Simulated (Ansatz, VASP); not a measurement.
# Mg: VASP beside Ansatz

The input INCAR:

```
SYSTEM = Mg
  ALGO = Normal
  EDIFF = 1E-7
  ENCUT = 520
  GGA = PE
  ISIF = 2
  ISMEAR = 0
  LASPH = .TRUE.
  LCHARG = .FALSE.
  LREAL = .FALSE.
  LWAVE = .FALSE.
  NBANDS = 7
  NELM = 60
  PREC = Accurate
  SIGMA = 0.15
```

The input KPOINTS:

```
k-points
0
G
  18 18 16
  0 0 0
```

The input POSCAR:

```
Mg
1.0
    3.2943237845      0.0000000000      0.0000000000
   -1.6471618923      2.8529680857      0.0000000000
    0.0000000000      0.0000000000      3.0448375700
Mg
1
Direct
    0.0000000000      0.0000000000      0.0000000000
```

Input for Ansatz:

```yaml
crystal:
  lattice:
    - [3.2943237845, 0.0, 0.0]
    - [-1.6471618923, 2.8529680857, 0.0]
    - [0.0, 0.0, 3.04483757]
  atoms:
    - { symbol: Mg, position: [0.0, 0.0, 0.0] }
basis:
  ecutwfc: 420
kpoints:
  mp_grid: { grid: [18, 18, 16] }
hamiltonian:
  xc: pbe
scf:
  occupations: { method: gaussian, width: 0.15 }
output:
  forces: true
  stress: true
  eigenvalues: true
```

Change from the starting cell: strain +0.080 along x and y, +0.000 along z, atoms carried along.

Alike in both runs: task single point; functional PBE; k mesh 18 × 18 × 16; occupations gaussian, width 0.15 eV; no spin polarisation.

|  | VASP | Ansatz |
| --- | --- | --- |
| version | VASP 6.6.1 | Ansatz 0.2.0 |
| potentials or method | VASP PAW PBE potentials, release 64 (Mg), cutoff 520 eV | scalar-relativistic, plane waves, PAW |
| valence electrons in the cell | 2 | 10 |

|  | VASP | Ansatz | Ansatz less VASP |
| --- | --- | --- | --- |
| gap on the k mesh at the Fermi level (eV) | none | none | - |
| pressure (GPa) | -2.5 | -2.4 | +0.07 |
| traceless stress, the component that is largest in VASP (GPa) | 2.66 | 2.65 | -0.007 |

A gap of «none» marks a metal or a gap that the smearing closes. The functional is the same, so the differences come from potentials, cutoffs and numerics. VASP's potentials hold 2 valence electrons a cell and Ansatz's 10, so a difference there can come from the potentials and not from the codes.
